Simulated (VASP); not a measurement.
Set up this calculation in VASP 6.6.1, as the native input.

```
Task                   : single point
Functional             : r2SCAN
Potentials or basis    : VASP PAW PBE potentials, release 64 (Ge_d)
Cutoff                 : 520 eV
k mesh                 : 12 × 12 × 12
Occupations            : fermi-dirac, width 0.08 eV
Spin                   : no spin polarisation
Dipole correction      : no
Further INCAR settings : ALGO = Normal; EDIFF = 1e-07; NBANDS = 21
```

The system is Ge.

```
Ge
1.0
     0.00000    2.83764    2.83764
     2.83764    0.00000    2.83764
     2.83764    2.83764    0.00000
Ge
2
Direct
  0.87500 0.87500 0.87500
  0.12500 0.12500 0.12500
```

One way to write it, as run:

POSCAR

```
Ge
1.0
    0.0000000000      2.8376381883      2.8376381883
    2.8376381883      0.0000000000      2.8376381883
    2.8376381883      2.8376381883      0.0000000000
Ge
2
Direct
   -0.1250000000     -0.1250000000     -0.1250000000
    0.1250000000      0.1250000000      0.1250000000
```

INCAR.step1

```
SYSTEM = Ge
ALGO = Normal
EDIFF = 1E-4
ENCUT = 520
GGA = PE
ISMEAR = -1
LASPH = .TRUE.
LCHARG = .FALSE.
LREAL = .FALSE.
LWAVE = .TRUE.
NBANDS = 21
NELM = 60
PREC = Accurate
SIGMA = 0.08
```

INCAR.step2

```
SYSTEM = Ge
ALGO = Normal
EDIFF = 1E-7
ENCUT = 520
ISIF = 2
ISMEAR = -1
ISTART = 1
LASPH = .TRUE.
LCHARG = .FALSE.
LMIXTAU = .TRUE.
LREAL = .FALSE.
LWAVE = .FALSE.
METAGGA = R2SCAN
NBANDS = 21
NELM = 60
PREC = Accurate
SIGMA = 0.08
```

KPOINTS

```
k-points
0
G
  12 12 12
  0 0 0
```

Potentials or basis: VASP PAW PBE potentials, release 64 (Ge_d).

Command:

```sh
$ cat potpaw_PBE.64/Ge_d/POTCAR > POTCAR
$ cp INCAR.step1 INCAR
$ mpirun -np 1 vasp_std > vasp.out
$ cp INCAR.step2 INCAR
$ mpirun -np 1 vasp_std > vasp.out
```

Results of the run:

| Property | Result |
| --- | --- |
| Pressure | 0.0 GPa |
| Band gap on the k mesh | 0.32 eV |

Caveat: the PAW data sets were made with another functional, which shifts forces and pressure a little.

Run time: 3 min on 1 thread of Intel(R) Xeon(R) Platinum 8488C (Sapphire Rapids), with other jobs on the host, peak memory 0.2 GiB.
